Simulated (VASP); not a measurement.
# P in VASP: a series of runs, part 2 of 2

VASP 6.6.1.

## (3) Single point, LDA (135.20 Å³/atom)

This run uses another cell than the first one.

File INCAR:

```
PREC = Accurate
ENCUT = 520
EDIFF = 1E-6
ISMEAR = -1
SIGMA = 0.05
LREAL = F
LASPH = T
NELM = 100
ALGO = Normal
ISIF = 2
LWAVE = F
LCHARG = F
GGA = CA
NBANDS = 18
```

File KPOINTS:

```
Automatic mesh
0
Gamma
  8 1 6
```

File POSCAR:

```
P
1.0
    3.3054748950      0.0000000000      0.0000000000
    0.0000000000     35.0878789824      0.0000000000
    0.0000000000      0.0000000000      4.6627616617
P
4
Direct
    0.5000000000      0.9702614300      0.9078492800
    0.5000000000      0.0297385700      0.0921507200
    0.0000000000      0.0297385700      0.4078492800
    0.0000000000      0.9702614300      0.5921507200
```

Potentials or basis: VASP PAW LDA potentials, release 64 (P).

The run is started by

```
$ cat potpaw_LDA.64/P/POTCAR > POTCAR
$ mpirun -np 1 vasp_std > vasp.out
```

OUTCAR:

```text
PREC = Accurate
   ENCUT = 520
   EDIFF = 1E-6
   ISMEAR = -1
   LREAL = F
   LASPH = T
   NELM = 100
   ISIF = 2
   GGA = CA

 ion  position               nearest neighbor table
   1  0.500  0.970  0.908-   4 2.21   4 2.21   2 2.26
   2  0.500  0.030  0.092-   3 2.21   3 2.21   1 2.26
   3  0.000  0.030  0.408-   2 2.21   2 2.21   4 2.26
   4  0.000  0.970  0.592-   1 2.21   1 2.21   3 2.26

  LATTYP: Found a simple orthorhombic cell.
 ALAT       =     3.3054748950
 B/A-ratio  =     1.4106177810
 C/A-ratio  =    10.6150795565

  Lattice vectors:

 A1 = (  -3.3054748950,   0.0000000000,   0.0000000000)
 A2 = (   0.0000000000,   0.0000000000,   4.6627616617)
 A3 = (   0.0000000000,  35.0878789824,   0.0000000000)

Analysis of symmetry for initial positions (statically):
=====================================================================
 Subroutine PRICEL returns:
 Original cell was already a primitive cell.

 Routine SETGRP: Setting up the symmetry group for a
 simple orthorhombic supercell.

 Subroutine GETGRP returns: Found  8 space group operations
 (whereof  4 operations were pure point group operations)
 out of a pool of  8 trial point group operations.

The static configuration has the point symmetry C_2h.
 The point group associated with its full space group is D_2h.

Analysis of symmetry for dynamics (positions and initial velocities):
=====================================================================
 Subroutine PRICEL returns:
 Original cell was already a primitive cell.

 Routine SETGRP: Setting up the symmetry group for a
 simple orthorhombic supercell.

 Subroutine GETGRP returns: Found  8 space group operations
 (whereof  4 operations were pure point group operations)
 out of a pool of  8 trial point group operations.

The dynamic configuration has the point symmetry C_2h.
 The point group associated with its full space group is D_2h.

 Subroutine INISYM returns: Found  8 space group operations
 (whereof  4 operations are pure point group operations),
 and found     1 'primitive' translations

----------------------------------------------------------------------------------------

                                     Primitive cell

  volume of cell :     540.7969

  direct lattice vectors                    reciprocal lattice vectors
     3.305474895  0.000000000  0.000000000     0.302528391  0.000000000  0.000000000
     0.000000000 35.087878982  0.000000000     0.000000000  0.028499870  0.000000000
     0.000000000  0.000000000  4.662761662     0.000000000  0.000000000  0.214465176

  length of vectors
     3.305474895 35.087878982  4.662761662     0.302528391  0.028499870  0.214465176

  position of ions in fractional coordinates (direct lattice)
     0.500000000  0.970261430  0.907849280
     0.500000000  0.029738570  0.092150720
     0.000000000  0.029738570  0.407849280
     0.000000000  0.970261430  0.592150720

  ion indices of the primitive-cell ions
   primitive index   ion index
                 1           1
                 2           2
                 3           3
                 4           4

----------------------------------------------------------------------------------------

 KPOINTS: Automatic mesh

Automatic generation of k-mesh.
 Grid dimensions read from file:
 generate k-points for:    8    1    6

 Generating k-lattice:

  Cartesian coordinates                     Fractional coordinates (reciprocal lattice)
     0.037816049  0.000000000  0.000000000     0.125000000  0.000000000  0.000000000
     0.000000000  0.028499870  0.000000000     0.000000000  1.000000000  0.000000000
     0.000000000  0.000000000  0.035744196     0.000000000  0.000000000  0.166666667

  Length of vectors
     0.037816049  0.028499870  0.035744196

  Shift w.r.t. Gamma in fractional coordinates (k-lattice)
     0.000000000  0.000000000  0.000000000

 Subroutine IBZKPT returns following result:
 ===========================================

 Found     20 irreducible k-points:

 Following reciprocal coordinates:
            Coordinates               Weight
  0.000000  0.000000  0.000000      1.000000
  0.125000  0.000000  0.000000      2.000000
  0.250000  0.000000  0.000000      2.000000
  0.375000  0.000000  0.000000      2.000000
  0.500000  0.000000  0.000000      1.000000
  0.000000  0.000000  0.166667      2.000000
[... 12 lines left out ...]
  0.375000  0.000000  0.500000      2.000000
  0.500000  0.000000  0.500000      1.000000
   k-points           NKPTS =     20   k-points in BZ     NKDIM =     20   number of bands    NBANDS=     18
   number of dos      NEDOS =    301   number of ions     NIONS =      4
   total plane-waves  NPLWV = 272160
   dimension x,y,z NGX =    28 NGY =  270 NGZ =   36
   dimension x,y,z NGXF=    56 NGYF=  540 NGZF=   72
   ions per type =               4
   NGX,Y,Z   is equivalent  to a cutoff of  14.08, 12.79, 12.84 a.u.
   NGXF,Y,Z  is equivalent  to a cutoff of  28.16, 25.59, 25.67 a.u.
 SYSTEM =  unknown system
   PREC   = accura    normal or accurate (medium, high low for compatibility)
   ISTART =      0    job   : 0-new  1-cont  2-samecut
   ICHARG =      2    charge: 1-file 2-atom 10-const
   ISPIN  =      1    spin polarized calculation?
   LNONCOLLINEAR =      F non collinear calculations
   LSORBIT =      F    spin-orbit coupling
   LASPH  =      T    aspherical Exc in radial PAW
   ENCUT  =  520.0 eV  38.22 Ry    6.18 a.u.   6.15 65.24  8.67*2*pi/ulx,y,z
   NELM   =    100;   NELMIN=  2; NELMDL= -5     # of ELM steps
   EDIFF  = 0.1E-05   stopping-criterion for ELM
   LREAL  =      F    real-space projection
   EDIFFG = 0.1E-04   stopping-criterion for IOM
   NSW    =      0    number of steps for IOM
   IBRION =     -1    ionic relax: 0-MD 1-quasi-New 2-CG
   NFREE  =      0    steps in history (QN), initial steepest desc. (CG)
   ISIF   =      2    stress and relaxation
   ISYM   =      2    0-nonsym 1-usesym 2-fastsym
   POTIM  = 0.5000    time-step for ionic-motion
   TEBEG  =    0.0;   TEEND  =   0.0 temperature during run
   PSTRESS=    0.0 pullay stress
   NELECT =      20.0000    total number of electrons
   NUPDOWN=      -1.0000    fix difference up-down
   EMIN   =  10.00;   EMAX   =-10.00  energy-range for DOS
   EFERMI =   0.00;   METHOD = LEGACY
   ISMEAR =    -1;   SIGMA  =   0.05  broadening in eV -4-tet -1-fermi 0-gaus
   EFERMI_NEDOS =   21; number of points for ismear=-14 and -15
   IALGO  =     38    algorithm
   IMIX   =      4    mixing-type and parameters
     AMIX     =   0.40;   BMIX     =  1.00
     AMIX_MAG =   1.60;   BMIX_MAG =  1.00
  volume/ion in A,a.u.               =     135.20       912.37
  Fermi-wavevector in a.u.,A,eV,Ry     =   0.545431  1.030716  4.047670  0.297495
  Thomas-Fermi vector in A             =   1.574795
   LORBIT       =      0    0 simple, 1 ext, 2 COOP (PROOUT), +10 PAW based schemes
   GGA     = CA    functional components
   LHFCALC =     F    Hartree Fock is set to
   AEXX    =    0.0000 exact exchange contribution
   IVDW    =     0    specifies the selected vdW correction
   LEPSILON=     F    determine dielectric tensor
   LRPA    =     F    only Hartree local field effects (RPA)
 non-spin polarized calculation
  energy-cutoff  :      520.00
  volume of cell :      540.80
 maximum number of plane-waves:     14640
 NGX is ok and might be reduce to    28
   NGX = 13   NGY =131   NGZ = 17

 number of electron      19.9999999 magnetization

 Free energy of the ion-electron system (eV)
  ---------------------------------------------------
  ext. energy  EPLUGINS =         0.00000000
  ---------------------------------------------------
  free energy    TOTEN  =       -23.68672096 eV

  energy without entropy =      -23.68671046  energy(sigma->0) =      -23.68671571

 E-fermi :  -3.1997     XC(G=0):  -1.7798

 val. band max:       -3.6456992811   @ k =   0.0000   0.0000   0.0000
 cond. band min:      -2.7806509317   @ k =   0.0000   0.0000   0.0000
 fundamental gap:      0.8650483494
 Fermi energy:        -3.1997294958

 k-point     1 :       0.0000    0.0000    0.0000
  band No.  band energies     occupation
      1     -18.6104      2.00000
      2     -16.1749      2.00000
      3     -12.8629      2.00000
      4      -9.3467      2.00000
      5      -8.3432      2.00000
      6      -8.1690      2.00000
[... 397 lines left out ...]
      5      -8.6374      2.00000
      6      -8.6374      2.00000
[... 10 lines left out ...]
     17       2.7994      0.00000
     18       2.7994      0.00000

------------------------ aborting loop because EDIFF is reached ----------------------------------------

  FORCE on cell =-STRESS in cart. coord.  units (eV):
  Direction    XX          YY          ZZ          XY          YZ          ZX
  --------------------------------------------------------------------------------------
  -------------------------------------------------------------------------------------
  Total       -2.3949513     -0.7993544     -1.7530442      0.0000000      0.0000000      0.0000000
  in kB       -7.0953378     -2.3681856     -5.1936090      0.0000000      0.0000000      0.0000000
  external PRESSURE =      -4.8857108 kB  Pullay stress =       0.0000000 kB

 VOLUME and BASIS-vectors are now :
 -----------------------------------------------------------------------------
  energy-cutoff  :      520.00
  volume of cell :      540.80
      direct lattice vectors                 reciprocal lattice vectors
     3.305474895  0.000000000  0.000000000     0.302528391  0.000000000  0.000000000
     0.000000000 35.087878982  0.000000000     0.000000000  0.028499870  0.000000000
     0.000000000  0.000000000  4.662761662     0.000000000  0.000000000  0.214465176

 POSITION                                       TOTAL-FORCE (eV/Angst)
 -----------------------------------------------------------------------------------
      1.65274     34.04442      4.23308        -0.000000      0.188114      0.032855
      1.65274      1.04346      0.42968        -0.000000     -0.188114     -0.032855
      0.00000      1.04346      1.90170        -0.000000     -0.188114      0.032855
      0.00000     34.04442      2.76106         0.000000      0.188114     -0.032855
 -----------------------------------------------------------------------------------
    total drift:                               -0.000000      0.000000     -0.000000

  FREE ENERGIE OF THE ION-ELECTRON SYSTEM (eV)
  ---------------------------------------------------
  free  energy   TOTEN  =       -23.6867209640 eV

  energy  without entropy=      -23.6867104557  energy(sigma->0) =      -23.68671571
```

OSZICAR:

```text
N       E                     dE             d eps       ncg     rms          rms(c)
DAV:   1     0.136667732662E+03    0.13667E+03   -0.54817E+03   720   0.718E+02
DAV:   2    -0.465471621408E+01   -0.14132E+03   -0.13108E+03  1140   0.132E+02
DAV:   3    -0.235328183617E+02   -0.18878E+02   -0.18786E+02   990   0.580E+01
DAV:   4    -0.239700778095E+02   -0.43726E+00   -0.43606E+00  1006   0.114E+01
[... 14 lines left out ...]
DAV:  19    -0.236867116794E+02   -0.39521E-05   -0.63287E-08   782   0.979E-04    0.312E-03
DAV:  20    -0.236867173048E+02   -0.56253E-05   -0.10217E-07   666   0.115E-03    0.169E-03
DAV:  21    -0.236867190814E+02   -0.17767E-05   -0.21770E-08   692   0.534E-04    0.642E-04
DAV:  22    -0.236867203969E+02   -0.13155E-05   -0.19897E-08   644   0.451E-04    0.313E-04
DAV:  23    -0.236867209640E+02   -0.56706E-06   -0.77547E-09   658   0.256E-04
   1 F= -.23686721E+02 E0= -.23686716E+02  d E =-.105083E-04
```

Run time: 3.8 min. Hardware: 1 thread of Intel Xeon Platinum 8488C (Sapphire Rapids), shared host; peak memory 0.49 GiB.

What came out:

```
Free energy            : -23.6867 eV
Largest force          : 0.191 eV/Å
Band gap on the k mesh : 0.86 eV
```

Forces on the atoms (eV/Å):
```
P    0.000  0.188  0.033
P    0.000 -0.188 -0.033
P    0.000 -0.188  0.033
P    0.000  0.188 -0.033
```

Levels at points of the mesh, in eV from the valence-band top:
| k point | band 6 | band 7 | band 8 | band 9 | band 10 | band 11 | band 12 | band 13 | band 14 | band 15 |
| --- | --- | --- | --- | --- | --- | --- | --- | --- | --- | --- |
| (0.00, 0.00, 0.00) | -4.52 | -3.43 | -1.87 | -1.65 | 0.00 | 0.87 | 1.45 | 2.48 | 3.20 | 4.43 |
| (0.50, 0.00, 0.00) | -5.04 | -2.72 | -2.72 | -1.97 | -1.97 | 1.11 | 1.11 | 2.15 | 2.15 | 3.71 |
| (0.00, 0.00, 0.50) | -2.91 | -2.66 | -2.66 | -1.39 | -1.39 | 1.93 | 1.93 | 3.60 | 3.60 | 3.63 |
| (0.50, 0.00, 0.50) | -4.99 | -4.54 | -4.54 | -1.07 | -1.07 | 2.25 | 2.25 | 3.68 | 3.68 | 5.09 |

Caveat: there is no dipole correction, which matters where the two faces differ.

## (4) Single point, LDA

This run uses another cell than the first one.

File INCAR:

```
PREC     = Accurate       # precision mode
ENCUT    = 520            # plane-wave cutoff, eV
EDIFF    = 1E-7           # SCF threshold, eV
ISMEAR   = -1             # smearing method
SIGMA    = 0.05           # smearing width, eV
LREAL    = F              # projectors in reciprocal space
LASPH    = T              # aspherical terms in the spheres
NELM     = 80             # most SCF steps
ALGO     = Normal         # electronic algorithm
ISIF     = 2              # what is computed and relaxed
LWAVE    = F              # write WAVECAR
LCHARG   = F              # write CHGCAR
NBANDS   = 18             # bands
```

KPOINTS is that of step 3.

POSCAR is that of step 3.

The run is started by

```
$ cat potpaw_LDA.64/P/POTCAR > POTCAR
$ mpirun -np 1 vasp_std > vasp.out
```

Wall time 3.9 min (1 thread of Intel Xeon Platinum 8488C (Sapphire Rapids), shared host); peak memory 0.49 GiB.

Results (log left out):

```yaml
Free_energy: -23.6867 eV
Largest_force: 0.191 eV/Å
Band_gap_on_the_k_mesh: 0.87 eV
```

Forces on the atoms (eV/Å):
```
P    0.000  0.188  0.033
P    0.000 -0.188 -0.033
P    0.000 -0.188  0.033
P    0.000  0.188 -0.033
```

Levels at points of the mesh, in eV from the valence-band top:
```tsv
k point	band 8	band 9	band 10	band 11	band 12	band 13
(0.00, 0.00, 0.00)	-1.87	-1.65	0.00	0.87	1.45	2.48
(0.50, 0.00, 0.00)	-2.72	-1.97	-1.97	1.11	1.11	2.15
(0.00, 0.00, 0.50)	-2.66	-1.39	-1.39	1.93	1.93	3.60
(0.50, 0.00, 0.50)	-4.54	-1.07	-1.07	2.25	2.25	3.68
```

Caveat: there is no dipole correction, which matters where the two faces differ.
